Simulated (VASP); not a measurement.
# CaO (F-43m) in VASP: relaxation of cell and atoms with r2SCAN

Aim: the relaxation of cell and atoms of CaO with r2SCAN.

All numbers are computed with VASP 6.6.1; they aren't measurements. Logs are shortened: lines on timing, memory, paths and dates and some standing lists are left out, and cuts for length are marked.

## 1. The cell of the first run

Symmetry: F-43m, No. 216, cubic system. The conventional cell has a = 5.243 Å, b = 5.243 Å, c = 5.243 Å, α = 90.00°, β = 90.00°, γ = 90.00°. Ca (site symmetry -43m) has 4 O at 2.27 Å within 3.0 Å. O (site symmetry -43m) has 4 Ca at 2.27 Å within 3.0 Å.

## 2. Relaxation of cell and atoms, r2SCAN

Input file POSCAR:

```
CaO
1.0
    0.0000000000      2.6213224209      2.6213224209
    2.6213224209      0.0000000000      2.6213224209
    2.6213224209      2.6213224209      0.0000000000
Ca O
1 1
Direct
    0.0000000000      0.0000000000      0.0000000000
    0.2500000000      0.2500000000      0.2500000000
```

Input file INCAR.step1:

```
SYSTEM = CaO
  PREC = Accurate
  ENCUT = 600
  ISMEAR = -1
  SIGMA = 0.02
  LREAL = .False.
  LASPH = .True.
  NELM = 80
  GGA = PE
  ALGO = Normal
  EDIFF = 1E-4
  LWAVE = .True.
  LCHARG = .False.
```

Input file INCAR.step2:

```
SYSTEM = CaO
  PREC = Accurate
  ENCUT = 600
  EDIFF = 1E-6
  ISMEAR = -1
  SIGMA = 0.02
  LREAL = .False.
  LASPH = .True.
  NELM = 80
  ALGO = Normal
  ISIF = 3
  LWAVE = .False.
  LCHARG = .False.
  METAGGA = R2SCAN
  LMIXTAU = .True.
  IBRION = 2
  NSW = 80
  EDIFFG = -0.005
  ISTART = 1
```

Input file KPOINTS:

```
Automatic mesh
0
Gamma
  8 8 8
  0 0 0
```

Potentials or basis: VASP PAW PBE potentials, release 64 (Ca_sv, O).

Command:

```
$ cat potpaw_PBE.64/Ca_sv/POTCAR potpaw_PBE.64/O/POTCAR > POTCAR
$ cp INCAR.step1 INCAR
$ mpirun -np 1 vasp_std > vasp.out
$ cp INCAR.step2 INCAR
$ mpirun -np 1 vasp_std > vasp.out
```

OUTCAR:

```text
SYSTEM = CaO
   PREC = Accurate
   ENCUT = 600
   EDIFF = 1E-6
   ISMEAR = -1
   LREAL = .False.
   LASPH = .True.
   NELM = 80
   ISIF = 3
   METAGGA = R2SCAN
   IBRION = 2
   NSW = 80
   EDIFFG = -0.005
   ISTART = 1

 ion  position               nearest neighbor table
   1  0.000  0.000  0.000-   2 2.27   2 2.27   2 2.27   2 2.27
   2  0.250  0.250  0.250-   1 2.27   1 2.27   1 2.27   1 2.27

  LATTYP: Found a face centered cubic cell.
 ALAT       =     5.2426448418

  Lattice vectors:

 A1 = (   0.0000000000,   2.6213224209,   2.6213224209)
 A2 = (   2.6213224209,   0.0000000000,   2.6213224209)
 A3 = (   2.6213224209,   2.6213224209,   0.0000000000)

Analysis of symmetry for initial positions (statically):
=====================================================================
 Subroutine PRICEL returns:
 Original cell was already a primitive cell.

 Routine SETGRP: Setting up the symmetry group for a
 face centered cubic supercell.

 Subroutine GETGRP returns: Found 24 space group operations
 (whereof 24 operations were pure point group operations)
 out of a pool of 48 trial point group operations.

The static configuration has the point symmetry T_d .

Analysis of symmetry for dynamics (positions and initial velocities):
=====================================================================
 Subroutine PRICEL returns:
 Original cell was already a primitive cell.

 Routine SETGRP: Setting up the symmetry group for a
 face centered cubic supercell.

 Subroutine GETGRP returns: Found 24 space group operations
 (whereof 24 operations were pure point group operations)
 out of a pool of 48 trial point group operations.

The dynamic configuration has the point symmetry T_d .

 Subroutine INISYM returns: Found 24 space group operations
 (whereof 24 operations are pure point group operations),
 and found     1 'primitive' translations

----------------------------------------------------------------------------------------

                                     Primitive cell

  volume of cell :      36.0239

  direct lattice vectors                    reciprocal lattice vectors
     0.000000000  2.621322421  2.621322421    -0.190743419  0.190743419  0.190743419
     2.621322421  0.000000000  2.621322421     0.190743419 -0.190743419  0.190743419
     2.621322421  2.621322421  0.000000000     0.190743419  0.190743419 -0.190743419

[... 96 lines left out ...]
   EMIN   =  10.00;   EMAX   =-10.00  energy-range for DOS
   EFERMI =   0.00;   METHOD = LEGACY
   ISMEAR =    -1;   SIGMA  =   0.02  broadening in eV -4-tet -1-fermi 0-gaus
   EFERMI_NEDOS =   21; number of points for ismear=-14 and -15
   IALGO  =     38    algorithm
   IMIX   =      4    mixing-type and parameters
     AMIX     =   0.40;   BMIX     =  1.00
     AMIX_MAG =   1.60;   BMIX_MAG =  1.00
  volume/ion in A,a.u.               =      18.01       121.55
  Fermi-wavevector in a.u.,A,eV,Ry     =   1.249063  2.360387 21.227247  1.560159
  Thomas-Fermi vector in A             =   2.383121
   LORBIT       =      0    0 simple, 1 ext, 2 COOP (PROOUT), +10 PAW based schemes
   METAGGA = R2SCAN    functional components
   LHFCALC =     F    Hartree Fock is set to
   AEXX    =    0.0000 exact exchange contribution
   IVDW    =     0    specifies the selected vdW correction
   LEPSILON=     F    determine dielectric tensor
   LRPA    =     F    only Hartree local field effects (RPA)
 conjugate gradient relaxation of ions
 non-spin polarized calculation
  energy-cutoff  :      600.00
  volume of cell :       36.02
 maximum number of plane-waves:      1243
 NGX is ok and might be reduce to    30
   NGX = 15   NGY = 15   NGZ = 15

--------------------------------------- Ionic step        1  -------------------------------------------

 number of electron      16.0000005 magnetization

 Free energy of the ion-electron system (eV)
  ---------------------------------------------------
  ext. energy  EPLUGINS =         0.00000000
  ---------------------------------------------------
  free energy    TOTEN  =       -18.94551396 eV

  energy without entropy =      -18.94551396  energy(sigma->0) =      -18.94551396

------------------------ aborting loop because EDIFF is reached ----------------------------------------

  FORCE on cell =-STRESS in cart. coord.  units (eV):
  Direction    XX          YY          ZZ          XY          YZ          ZX
  --------------------------------------------------------------------------------------
  -------------------------------------------------------------------------------------
  Total       -0.1348434     -0.1348434     -0.1348434     -0.0000000     -0.0000000     -0.0000000
  in kB       -5.9972051     -5.9972051     -5.9972051     -0.0000000     -0.0000000     -0.0000000
  external PRESSURE =      -5.9972051 kB  Pullay stress =       0.0000000 kB
[... 59 lines left out ...]
--------------------------------------- Ionic step        3  -------------------------------------------

 number of electron      16.0000004 magnetization

 Free energy of the ion-electron system (eV)
  ---------------------------------------------------
  ext. energy  EPLUGINS =         0.00000000
  ---------------------------------------------------
  free energy    TOTEN  =       -18.94602673 eV

  energy without entropy =      -18.94602673  energy(sigma->0) =      -18.94602673

 E-fermi :   0.6335     XC(G=0):  -9.5371

 val. band max:        0.1024731483   @ k =  -0.2500   0.5000   0.2500
 cond. band min:       3.8053519384   @ k =   0.0000   0.0000   0.0000
 fundamental gap:      3.7028787902
 Fermi energy:         0.6334802733

 k-point     1 :       0.0000    0.0000    0.0000
  band No.  band energies     occupation
      1     -38.4959      2.00000
      2     -18.5574      2.00000
      3     -18.5574      2.00000
      4     -18.5574      2.00000
      5     -15.6351      2.00000
      6      -0.5048      2.00000
      7      -0.5048      2.00000
      8      -0.5048      2.00000
      9       3.8054      0.00000
     10       8.7205      0.00000
     11       8.7205      0.00000
     12      10.3286      0.00000
[... 331 lines left out ...]
 k-point    24 :      -0.3750    0.2500    0.1250
  band No.  band energies     occupation
      1     -38.4448      2.00000
      2     -19.3009      2.00000
      3     -18.7278      2.00000
      4     -18.6416      2.00000
      5     -14.8128      2.00000
      6      -0.7240      2.00000
      7      -0.4279      2.00000
      8      -0.0980      2.00000
      9       6.0240      0.00000
     10       7.5756      0.00000
     11       8.7494      0.00000
     12      10.1135      0.00000

 [... further k-points ...]
[... 5 lines left out ...]
  --------------------------------------------------------------------------------------
  -------------------------------------------------------------------------------------
  Total       -0.0027329     -0.0027329     -0.0027329      0.0000000      0.0000000     -0.0000000
  in kB       -0.1224482     -0.1224482     -0.1224482      0.0000000      0.0000000     -0.0000000
  external PRESSURE =      -0.1224482 kB  Pullay stress =       0.0000000 kB
[... 17 lines left out ...]
  FREE ENERGIE OF THE ION-ELECTRON SYSTEM (eV)
  ---------------------------------------------------
  free  energy   TOTEN  =       -18.9460267333 eV

  energy  without entropy=      -18.9460267333  energy(sigma->0) =      -18.94602673

 reached required accuracy - stopping structural energy minimisation
```

OUTCAR.step1:

```text
SYSTEM = CaO
   PREC = Accurate
   ENCUT = 600
   ISMEAR = -1
   LREAL = .False.
   LASPH = .True.
[... 581 lines left out ...]
      0.00000      0.00000      0.00000         0.000000      0.000000     -0.000000
      1.31066      1.31066      1.31066        -0.000000     -0.000000      0.000000
 -----------------------------------------------------------------------------------
    total drift:                               -0.000000     -0.000000     -0.000000

  FREE ENERGIE OF THE ION-ELECTRON SYSTEM (eV)
  ---------------------------------------------------
  free  energy   TOTEN  =       -12.4462060426 eV

  energy  without entropy=      -12.4462060426  energy(sigma->0) =      -12.44620604
```

OSZICAR.step1:

```text
N       E                     dE             d eps       ncg     rms          rms(c)
DAV:   1     0.144694263122E+03    0.14469E+03   -0.91764E+03   696   0.147E+03
DAV:   2    -0.645867750785E+01   -0.15115E+03   -0.14177E+03   808   0.343E+02
DAV:   3    -0.147343241431E+02   -0.82756E+01   -0.82203E+01   832   0.831E+01
DAV:   4    -0.150730270378E+02   -0.33870E+00   -0.33818E+00  1136   0.146E+01
DAV:   5    -0.150761380676E+02   -0.31110E-02   -0.31108E-02   844   0.159E+00    0.971E+00
DAV:   6    -0.125363188503E+02    0.25398E+01   -0.13492E+01   768   0.316E+01    0.436E+00
DAV:   7    -0.124542456500E+02    0.82073E-01   -0.12798E+00   928   0.103E+01    0.193E+00
DAV:   8    -0.124438904560E+02    0.10355E-01   -0.13186E-01   796   0.442E+00    0.457E-01
DAV:   9    -0.124443168820E+02   -0.42643E-03   -0.20710E-02   892   0.135E+00    0.156E-01
DAV:  10    -0.124459953879E+02   -0.16785E-02   -0.27633E-03   820   0.504E-01    0.476E-02
DAV:  11    -0.124462490349E+02   -0.25365E-03   -0.81041E-04   852   0.211E-01    0.494E-02
DAV:  12    -0.124462060426E+02    0.42992E-04   -0.17664E-04   824   0.122E-01
   1 F= -.12446206E+02 E0= -.12446206E+02  d E =-.446457E-13
```

Wall time 77 s (1 thread of AMD EPYC 9R45 (Zen 5), shared host); peak memory 0.16 GiB.

What came out:

* Free energy: -18.9460 eV
* Relaxed volume: 17.88 Å³/atom
* Relaxed cell: a = 3.698 Å, b = 3.698 Å, c = 3.698 Å, α = 60.00°, β = 60.00°, γ = 60.00°
* Space group after relaxing (to 0.05 Å): F-43m (No. 216)
* Energy gained by relaxing: 0.3 meV/atom
* Ionic steps: 3
* Pressure after relaxing: 0.0 GPa
* Band gap on the k mesh: 3.70 eV, indirect (least direct gap 4.31 eV)

Step by step:
```csv
step,energy change (eV),largest force (eV/Å),pressure (GPa),volume (Å³)
1,0.0000,0.0000,-0.60,36.02
2,-0.0005,0.0000,0.22,35.67
3,-0.0005,0.0000,-0.01,35.76
```

Final structure:
```
CELL_PARAMETERS angstrom
0.00000 2.61486 2.61486
2.61486 0.00000 2.61486
2.61486 2.61486 0.00000
ATOMIC_POSITIONS crystal
Ca 0.00000 0.00000 0.00000
O 0.25000 0.25000 0.25000
```

Caveat: the PAW data sets were made with another functional, which shifts forces and pressure a little.
